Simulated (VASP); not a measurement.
A run of VASP 6.6.1 is set up as follows.

POSCAR

```
Mg
1.0
   11.5000000000      0.0000000000      0.0000000000
    0.0000000000      9.3000000000      0.0000000000
    0.0000000000      0.0000000000      2.9392000639
Mg
2
Direct
    0.3914979468      0.5000000000      0.0000000000
    0.6085020532      0.5000000000      0.5000000000
```

INCAR.step1

```
SYSTEM = Mg
ALGO     = Normal         ! electronic algorithm
EDIFF    = 1E-4           ! SCF threshold, eV
ENCUT    = 520            ! plane-wave cutoff, eV
GGA      = PE             ! functional
ISMEAR   = 0              ! smearing method
ISPIN    = 2              ! spin polarisation
LASPH    = .True.         ! aspherical terms in the spheres
LCHARG   = .False.        ! write CHGCAR
LREAL    = .False.        ! projectors in reciprocal space
LWAVE    = .True.         ! write WAVECAR
MAGMOM   = 0.5 0.5        ! initial moments
NBANDS   = 13             ! bands
NELM     = 150            ! most SCF steps
PREC     = Accurate       ! precision mode
SIGMA    = 0.05           ! smearing width, eV
```

Contents of INCAR.step2:

```
SYSTEM = Mg
ALGO     = Normal         ! electronic algorithm
EDIFF    = 1E-6           ! SCF threshold, eV
ENCUT    = 520            ! plane-wave cutoff, eV
ISIF     = 2              ! what is computed and relaxed
ISMEAR   = 0              ! smearing method
ISPIN    = 2              ! spin polarisation
ISTART   = 1            
LASPH    = .True.         ! aspherical terms in the spheres
LCHARG   = .False.        ! write CHGCAR
LMIXTAU  = .True.       
LORBIT   = 11             ! projections on sites
LREAL    = .False.        ! projectors in reciprocal space
LWAVE    = .False.        ! write WAVECAR
MAGMOM   = 0.5 0.5        ! initial moments
METAGGA  = R2SCAN         ! meta-GGA
NBANDS   = 13             ! bands
NELM     = 150            ! most SCF steps
PREC     = Accurate       ! precision mode
SIGMA    = 0.05           ! smearing width, eV
```

The input KPOINTS:

```
k-points
0
Gamma
  1 1 22
  0 0 0
```

Potentials or basis: VASP PAW PBE potentials, release 64 (Mg).

Launch:

```sh
$ cat potpaw_PBE.64/Mg/POTCAR > POTCAR
$ cp INCAR.step1 INCAR
$ mpirun -np 1 vasp_std > vasp.out
$ cp INCAR.step2 INCAR
$ mpirun -np 1 vasp_std > vasp.out
```

Q: Estimate the net moment.

A: 0.55 μB per cell.

Q: Predict the largest force.

A: 0.345 eV/Å.

Q: Estimate the site moments.

A: Mg +0.02 μB.

Forces in eV/Å, atoms in the order of the input:
```
Mg  -0.345  0.000  0.000
Mg   0.345  0.000  0.000
```

Caveat: the PAW data sets were made with another functional, which shifts forces and pressure a little.
